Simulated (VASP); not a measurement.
Write the native input for VASP 6.6.1 that does the following.

```
Task                   : single point
Functional             : PBEsol
Potentials or basis    : VASP PAW PBE potentials, release 64 (Mg, O)
Cutoff                 : 520 eV
k mesh                 : 10 × 10 × 10
Occupations            : gaussian, width 0.05 eV
Spin                   : no spin polarisation
Dipole correction      : no
Further INCAR settings : ALGO = Normal; EDIFF = 1e-07; NBANDS = 11
```

The structure of MgO lies in POSCAR:

```
MgO
1.0
    0.0000000000      2.1351500000      2.1351500000
    2.1351500000      0.0000000000      2.1351500000
    2.1351500000      2.1351500000      0.0000000000
Mg O
1 1
Direct
    0.0000000000      0.0000000000      0.0000000000
    0.3594946491      0.3594946491      0.4418007781
```

This cell differs from its parent crystal: atom 2 (O) moved by (-0.600, -0.600) A along [1 1 0] and z.

These files were run (other wordings do the same):

INCAR

```
ALGO = Normal
EDIFF = 1E-7
ENCUT = 520
GGA = PS
ISIF = 2
ISMEAR = 0
LASPH = True
LCHARG = False
LREAL = False
LWAVE = False
NBANDS = 11
NELM = 80
PREC = Accurate
SIGMA = 0.05
```

KPOINTS

```
k-points
0
Gamma
  10 10 10
```

Potentials or basis: VASP PAW PBE potentials, release 64 (Mg, O).

The run is started by

```bash
$ cat potpaw_PBE.64/Mg/POTCAR potpaw_PBE.64/O/POTCAR > POTCAR
$ mpirun -np 1 vasp_std > vasp.out
```

Results of the run:

```
Pressure               : 43.1 GPa
Largest force          : 5.466 eV/Å
Band gap on the k mesh : 3.61 eV, direct
```

Caveat: the cell differs from its parent crystal (atom 2 (O) moved by (-0.600, -0.600) A along [1 1 0] and z); the PAW data sets were made with another functional, which shifts forces and pressure a little.

It took 26 s on 1 thread of Intel(R) Xeon(R) 6975P-C (Granite Rapids) (shared host), peak memory 0.18 GiB.
